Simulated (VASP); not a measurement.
Here is a VASP 6.6.1 calculation.

INCAR

```
  ALGO = Normal
  EDIFF = 1E-6
  ENCUT = 520
  ISIF = 2
  ISMEAR = 0
  LASPH = True
  LCHARG = False
  LREAL = False
  LWAVE = False
  NBANDS = 16
  NELM = 60
  PREC = Accurate
  SIGMA = 0.05
```

Contents of KPOINTS:

```
k-points
0
Gamma
  9 9 9
```

File POSCAR:

```
SrC2
1.0
    2.7187116479      1.5696489018      2.3989288842
   -2.7187116479      1.5696489018      2.3989288842
    0.0000000000     -3.1392978035      2.3989288843
Sr C
1 2
Direct
    0.0000000000      0.0000000000      0.0000000000
    0.5915580000      0.5915580000      0.5915580000
    0.4084420000      0.4084420000      0.4084420000
```

Potentials or basis: VASP PAW LDA potentials, release 64 (Sr_sv, C).

Run with:

```sh
$ cat potpaw_LDA.64/Sr_sv/POTCAR potpaw_LDA.64/C/POTCAR > POTCAR
$ mpirun -np 1 vasp_std > vasp.out
```

(1) What does it give for the largest force?

(2) Predict the band gap on the k mesh.

Answers

(1) 3.126 eV/Å.

(2) 1.97 eV (least direct gap 2.53 eV).

Caveat: the cell differs from its parent crystal (strain +0.080 along x and y, +0.040 along z); the cell stands under tension; an odd mesh through Γ misses points on the zone boundary, where band edges can lie; forces of over 1 eV/Å act on the atoms, so gaps and moduli don't describe the material at rest.
